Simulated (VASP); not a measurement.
A run of VASP 6.6.1 is set up as follows.

File INCAR:

```
SYSTEM = TiCo3
PREC = Accurate
ENCUT = 520
EDIFF = 1E-6
ISMEAR = 0
SIGMA = 0.15
LREAL = .False.
LASPH = .True.
NELM = 150
ALGO = Fast
ISIF = 2
LWAVE = .False.
LCHARG = .False.
ISPIN = 2
MAGMOM = 1 2.2 2.2 2.2
LORBIT = 11
NUPDOWN = 7.6
LMAXMIX = 4
GGA = PS
NBANDS = 32
```

File KPOINTS:

```
Automatic mesh
0
Gamma
  12 12 12
  0 0 0
```

Contents of POSCAR:

```
TiCo3
1.0
    3.8004616244      0.0000000000      0.0000000000
    0.0000000000      3.8004616244      0.0000000000
    0.0000000000      0.0000000000      3.8004616244
Ti Co
1 3
Direct
    0.0000000000      0.0000000000      0.0000000000
    0.0000000000      0.5000000000      0.5000000000
    0.5000000000      0.0000000000      0.5000000000
    0.5000000000      0.5000000000      0.0000000000
```

Potentials or basis: VASP PAW PBE potentials, release 64 (Ti_sv, Co).

The run is started by

```console
$ cat potpaw_PBE.64/Ti_sv/POTCAR potpaw_PBE.64/Co/POTCAR > POTCAR
$ mpirun -np 1 vasp_std > vasp.out
```

Problem. Estimate the pressure.

Solution. -12.0 GPa.

Caveat: the cell stands under tension; the PAW data sets were made with another functional, which shifts forces and pressure a little; the total moment is fixed, so each spin has its own Fermi level and the state may be an excited one.
